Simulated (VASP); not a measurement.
Write the native input for VASP 6.6.1 that does the following.

- Task: single point
- Functional: PBE
- Potentials or basis: VASP PAW PBE potentials, release 64 (Li_sv, F)
- Cutoff: 520 eV
- k mesh: 12 × 12 × 12
- Occupations: gaussian, width 0.05 eV
- Spin: no spin polarisation
- Dipole correction: no
- Further INCAR settings: ALGO = Normal; EDIFF = 1e-06; NBANDS = 12

The structure of LiF lies in POSCAR:

```
LiF
1.0
   -0.6367629436      1.7510980948      1.7510980948
    1.7510980948     -0.6367629436      1.7510980948
    1.7510980948      1.7510980948     -0.6367629436
Li F
1 1
Direct
    0.0000000000      0.0000000000      0.0000000000
    0.5000000000      0.5000000000      0.5000000000
```

This cell differs from its parent crystal: ratio of the length along [111] to the lengths across it x 0.6, volume and fractional coordinates fixed.

One way to write it, as run:

INCAR

```
SYSTEM = LiF
  ALGO = Normal
  EDIFF = 1E-6
  ENCUT = 520
  GGA = PE
  ISIF = 2
  ISMEAR = 0
  LASPH = .TRUE.
  LCHARG = .FALSE.
  LREAL = .FALSE.
  LWAVE = .FALSE.
  NBANDS = 12
  NELM = 100
  PREC = Accurate
  SIGMA = 0.05
```

KPOINTS

```
k-points
0
G
  12 12 12
  0 0 0
```

Potentials or basis: VASP PAW PBE potentials, release 64 (Li_sv, F).

The run is started by

```sh
$ cat potpaw_PBE.64/Li_sv/POTCAR potpaw_PBE.64/F/POTCAR > POTCAR
$ mpirun -np 1 vasp_std > vasp.out
```

It gave:

```
Band gap on the k mesh : 7.97 eV, indirect (least direct gap 8.08 eV)
```

Run time: 15 s on 1 thread of AMD EPYC 9R45 96-Core Processor (Zen 5), with other jobs on the host, peak memory 0.11 GiB.
